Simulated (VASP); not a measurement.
# SrTiO3 (Pm-3m) in VASP: G0W0 quasiparticle levels with PBE

Aim: the G0W0 quasiparticle levels of SrTiO3 with PBE.

All numbers are computed with VASP 6.6.1; they aren't measurements. Logs are shortened: lines on timing, memory, paths and dates and some standing lists are left out, and cuts for length are marked.

**1. The cell of the first run**

The structure is cubic, space group Pm-3m (No. 221). Conventional cell: a = 3.905 Å, b = 3.905 Å, c = 3.905 Å, α = 90.00°, β = 90.00°, γ = 90.00°. Sr (site symmetry m-3m) has 12 O at 2.76 Å and 8 Ti at 3.38 Å within 3.6 Å. Ti (site symmetry m-3m) has 6 O at 1.95 Å within 2.6 Å. Within 2.6 Å of O (site symmetry 4/mmm) lie 2 Ti at 1.95 Å.

**2. G0W0 quasiparticle levels, PBE**

The input, POSCAR:

```
SrTiO3
1.0
    3.9050000000      0.0000000000      0.0000000000
    0.0000000000      3.9050000000      0.0000000000
    0.0000000000      0.0000000000      3.9050000000
Sr Ti O
1 1 3
Direct
    0.0000000000      0.0000000000      0.0000000000
    0.5000000000      0.5000000000      0.5000000000
    0.5000000000      0.5000000000      0.0000000000
    0.5000000000      0.0000000000      0.5000000000
    0.0000000000      0.5000000000      0.5000000000
```

The input, INCAR.step1:

```
SYSTEM = SrTiO3
PREC = Accurate
ENCUT = 500
EDIFF = 1E-8
ISMEAR = 0
SIGMA = 0.01
LREAL = .FALSE.
LASPH = .TRUE.
NELM = 80
ALGO = Normal
LWAVE = .TRUE.
LCHARG = .FALSE.
GGA = PE
```

The input, INCAR.step2:

```
SYSTEM = SrTiO3
PREC = Accurate
ENCUT = 500
EDIFF = 1E-8
ISMEAR = 0
SIGMA = 0.01
LREAL = .FALSE.
LASPH = .TRUE.
NELM = 1
ALGO = Exact
LWAVE = .TRUE.
LCHARG = .FALSE.
GGA = PE
NBANDS = 1164
LOPTICS = .TRUE.
ISTART = 1
```

The input, INCAR.step3:

```
SYSTEM = SrTiO3
PREC = Accurate
ENCUT = 500
EDIFF = 1E-8
ISMEAR = 0
SIGMA = 0.01
LREAL = .FALSE.
LASPH = .TRUE.
ALGO = EVGW0
LWAVE = .FALSE.
LCHARG = .FALSE.
GGA = PE
NELMGW = 1
NBANDS = 1164
ENCUTGW = 200
NOMEGA = 48
PRECFOCK = Fast
ISTART = 1
NBANDSGW = 28
```

The input, KPOINTS:

```
regular mesh
0
G
  2 2 2
  0 0 0
```

Potentials or basis: VASP PAW PBE potentials, release 64 (Sr_sv_GW, Ti_sv_GW, O_GW).

On the command line:

```console
$ cat potpaw_PBE.64/Sr_sv_GW/POTCAR potpaw_PBE.64/Ti_sv_GW/POTCAR potpaw_PBE.64/O_GW/POTCAR > POTCAR
$ cp INCAR.step1 INCAR
$ mpirun -np 1 vasp_std > vasp.out
$ cp INCAR.step2 INCAR
$ mpirun -np 1 vasp_std > vasp.out
$ cp INCAR.step3 INCAR
$ mpirun -np 1 vasp_std > vasp.out
```

OUTCAR:

```text
SYSTEM = SrTiO3
   PREC = Accurate
   ENCUT = 500
   EDIFF = 1E-8
   ISMEAR = 0
   LREAL = .FALSE.
   LASPH = .TRUE.
   GGA = PE
   NELMGW = 1
   ENCUTGW = 200
   PRECFOCK = Fast
   ISTART = 1

 ion  position               nearest neighbor table
   1  0.000  0.000  0.000-   3 2.76   4 2.76   5 2.76   4 2.76   5 2.76   3 2.76   5 2.76   5 2.76
                             3 2.76   4 2.76   4 2.76   3 2.76
   2  0.500  0.500  0.500-   3 1.95   4 1.95   5 1.95   3 1.95   4 1.95   5 1.95
   3  0.500  0.500  0.000-   2 1.95   2 1.95   1 2.76   1 2.76   1 2.76   1 2.76
   4  0.500  0.000  0.500-   2 1.95   2 1.95   1 2.76   1 2.76   1 2.76   1 2.76
   5  0.000  0.500  0.500-   2 1.95   2 1.95   1 2.76   1 2.76   1 2.76   1 2.76

  LATTYP: Found a simple cubic cell.
 ALAT       =     3.9050000000

  Lattice vectors:

 A1 = (   3.9050000000,   0.0000000000,   0.0000000000)
 A2 = (   0.0000000000,   3.9050000000,   0.0000000000)
 A3 = (   0.0000000000,   0.0000000000,   3.9050000000)

Analysis of symmetry for initial positions (statically):
=====================================================================
 Subroutine PRICEL returns:
 Original cell was already a primitive cell.

 Routine SETGRP: Setting up the symmetry group for a
 simple cubic supercell.

 Subroutine GETGRP returns: Found 48 space group operations
 (whereof 48 operations were pure point group operations)
 out of a pool of 48 trial point group operations.

The static configuration has the point symmetry O_h .

Analysis of symmetry for dynamics (positions and initial velocities):
=====================================================================
 Subroutine PRICEL returns:
 Original cell was already a primitive cell.

 Routine SETGRP: Setting up the symmetry group for a
 simple cubic supercell.

 Subroutine GETGRP returns: Found 48 space group operations
 (whereof 48 operations were pure point group operations)
 out of a pool of 48 trial point group operations.

The dynamic configuration has the point symmetry O_h .

 Subroutine INISYM returns: Found 48 space group operations
 (whereof 48 operations are pure point group operations),
 and found     1 'primitive' translations

----------------------------------------------------------------------------------------

                                     Primitive cell

  volume of cell :      59.5474

  direct lattice vectors                    reciprocal lattice vectors
     3.905000000  0.000000000  0.000000000     0.256081946  0.000000000  0.000000000
     0.000000000  3.905000000  0.000000000     0.000000000  0.256081946  0.000000000
[... 45 lines left out ...]

 Following reciprocal coordinates:
            Coordinates               Weight
  0.000000  0.000000  0.000000      1.000000
  0.500000  0.000000  0.000000      3.000000
  0.500000  0.500000  0.000000      3.000000
  0.500000  0.500000  0.500000      1.000000
   k-points           NKPTS =      4   k-points in BZ     NKDIM =      8   number of bands    NBANDS=   1164
   number of dos      NEDOS =    301   number of ions     NIONS =      5
   total plane-waves  NPLWV =  21952
   dimension x,y,z NGX =    28 NGY =   28 NGZ =   28
   dimension x,y,z NGXF=    56 NGYF=   56 NGZF=   56
   ions per type =               1   1   3
   NGX,Y,Z   is equivalent  to a cutoff of  11.92, 11.92, 11.92 a.u.
   NGXF,Y,Z  is equivalent  to a cutoff of  23.84, 23.84, 23.84 a.u.
 SYSTEM =  SrTiO3
   PREC   = accura    normal or accurate (medium, high low for compatibility)
   ISTART =      1    job   : 0-new  1-cont  2-samecut
   ICHARG =      0    charge: 1-file 2-atom 10-const
   ISPIN  =      1    spin polarized calculation?
   LNONCOLLINEAR =      F non collinear calculations
   LSORBIT =      F    spin-orbit coupling
   LASPH  =      T    aspherical Exc in radial PAW
   ENCUT  =  500.0 eV  36.75 Ry    6.06 a.u.   7.12  7.12  7.12*2*pi/ulx,y,z
   NELM   =     60;   NELMIN=  2; NELMDL=  0     # of ELM steps
   EDIFF  = 0.1E-07   stopping-criterion for ELM
   LREAL  =      F    real-space projection
   EDIFFG = 0.1E-06   stopping-criterion for IOM
   NSW    =      0    number of steps for IOM
   IBRION =     -1    ionic relax: 0-MD 1-quasi-New 2-CG
   NFREE  =      0    steps in history (QN), initial steepest desc. (CG)
   ISIF   =      0    stress and relaxation
   ISYM   =      3    0-nonsym 1-usesym 2-fastsym
   POTIM  = 0.5000    time-step for ionic-motion
   TEBEG  =    0.0;   TEEND  =   0.0 temperature during run
   PSTRESS=    0.0 pullay stress
   NELECT =      40.0000    total number of electrons
   NUPDOWN=      -1.0000    fix difference up-down
   EMIN   =  10.00;   EMAX   =-10.00  energy-range for DOS
   EFERMI =   0.00;   METHOD = LEGACY
   ISMEAR =     0;   SIGMA  =   0.01  broadening in eV -4-tet -1-fermi 0-gaus
   EFERMI_NEDOS =   21; number of points for ismear=-14 and -15
   IALGO  =     38    algorithm
   IMIX   =      4    mixing-type and parameters
     AMIX     =   0.40;   BMIX     =  1.00
     AMIX_MAG =   1.60;   BMIX_MAG =  1.00
  volume/ion in A,a.u.               =      11.91        80.37
  Fermi-wavevector in a.u.,A,eV,Ry     =   1.433751  2.709397 27.968714  2.055642
  Thomas-Fermi vector in A             =   2.553235
   LORBIT       =      0    0 simple, 1 ext, 2 COOP (PROOUT), +10 PAW based schemes
   GGA     = PE    functional components
   LHFCALC =     T    Hartree Fock is set to
   PRECFOCK=fast      Normal, Fast or Accurate (Low or Medium for compatibility)
   ENCUT4O =  -1.0   cutoff for four orbital integrals eV
   NKREDX  =     1    reduce k-point grid by
   NKREDY  =     1    reduce k-point grid by
   NKREDZ  =     1    reduce k-point grid by
   AEXX    =    1.0000 exact exchange contribution
   HFSCREEN=    0.0000 screening length (either q_TF or 0.3 A-1)
   HFSCREENC=   0.0000 screening length for correlation (either q_TF or 0.3 A-1)
   ENCUTFOCK=  -1.0 apply spherical cutoff to Coloumb kernel
   IVDW    =     0    specifies the selected vdW correction
   LEPSILON=     F    determine dielectric tensor
   LRPA    =     F    only Hartree local field effects (RPA)
   LRPAFORCE           =     F    calculate RPA forces
   ENCUTGW             = 200.0    cutoff for response function in eV
   ENCUTGWSOFT         = 160.0    soft cutoff for Coulomb kernel in GW response function in eV
   ENCUTLF             =  -1.0    cutoff for local field effects
   NELMGW              =     1    number of iterations in solving QP/BSE equation
   NELMHF              =     1    number of iterations in the inner HF iteration
   NKREDLFX            =     1    NKREDLFY  =   1   NKREDLFZ  =   1
 non-spin polarized calculation
 Gauss-broadening in eV      SIGMA  =   0.01
  energy-cutoff  :      500.00
  volume of cell :       59.55
 maximum number of plane-waves:      1516
  NGX = 16; NGY = 16; NGZ = 16
   NGX = 15   NGY = 15   NGZ = 15
 maximum number of plane-waves:       402

 QP shifts <psi_nk| G(iteration)W_0 |psi_nk>: iteration 1
 for sc-GW calculations column KS-energies equals QP-energies in previous step
 and V_xc(KS)=  KS-energies - (<T + V_ion + V_H > + <T+V_H+V_ion>^1  + <V_x>^1)

 k-point   1 :       0.0000    0.0000    0.0000
  band No.  KS-energies  QP-energies   sigma(KS)   V_xc(KS)     V^pw_x(r,r')   Z            occupation Imag(sigma)

      1     -51.7929     -52.6737     -26.4752     -24.9577     -41.6904       0.5804       2.0000       1.9906
      2     -28.0258     -28.9715     -25.5942     -24.1158     -34.6619       0.6397       2.0000       1.1192
      3     -28.0258     -28.9715     -25.5942     -24.1158     -34.6619       0.6397       2.0000       1.1192
      4     -28.0258     -28.9715     -25.5942     -24.1158     -34.6619       0.6397       2.0000       1.1192
      5     -27.6772     -29.4169     -20.0969     -17.4464     -28.9783       0.6564       2.0000       1.3562
      6     -12.3173     -13.7165     -21.1793     -19.0472     -30.6682       0.6563       2.0000       1.6090
[... 116 lines left out ...]
     27      13.2133      14.3550     -22.0416     -23.7235     -14.3809       0.6788       0.0000      -0.7919
     28      13.2133      14.3550     -22.0416     -23.7235     -14.3809       0.6788       0.0000      -0.7919
```

OUTCAR.step1:

```text
SYSTEM = SrTiO3
   PREC = Accurate
   ENCUT = 500
   EDIFF = 1E-8
   ISMEAR = 0
   LREAL = .FALSE.
[... 318 lines left out ...]
      1.95250      1.95250      0.00000         0.000000      0.000000      0.000000
      1.95250      0.00000      1.95250         0.000000      0.000000      0.000000
      0.00000      1.95250      1.95250         0.000000      0.000000      0.000000
 -----------------------------------------------------------------------------------
    total drift:                                0.000000      0.000000      0.000000

  FREE ENERGIE OF THE ION-ELECTRON SYSTEM (eV)
  ---------------------------------------------------
  free  energy   TOTEN  =       -46.3935434022 eV

  energy  without entropy=      -46.3935434022  energy(sigma->0) =      -46.39354340
```

It took 5.1 min on 1 thread of Intel Xeon 6975P-C (Granite Rapids), shared host; peak memory 0.63 GiB.

Results:

```yaml
Quasiparticle_gap: 2.98 eV
Least_direct_quasiparticle_gap: 3.43 eV
Band_gap_of_the_starting_levels_on_the_mesh: 1.49 eV
Least_direct_gap_of_the_starting_levels_on_the_mesh: 1.85 eV
```

Caveat: the k points lie up to 0.80 Å⁻¹ apart; bands, screening cutoff and mesh are small and nothing is extrapolated, so the quasiparticle values aren't converged.
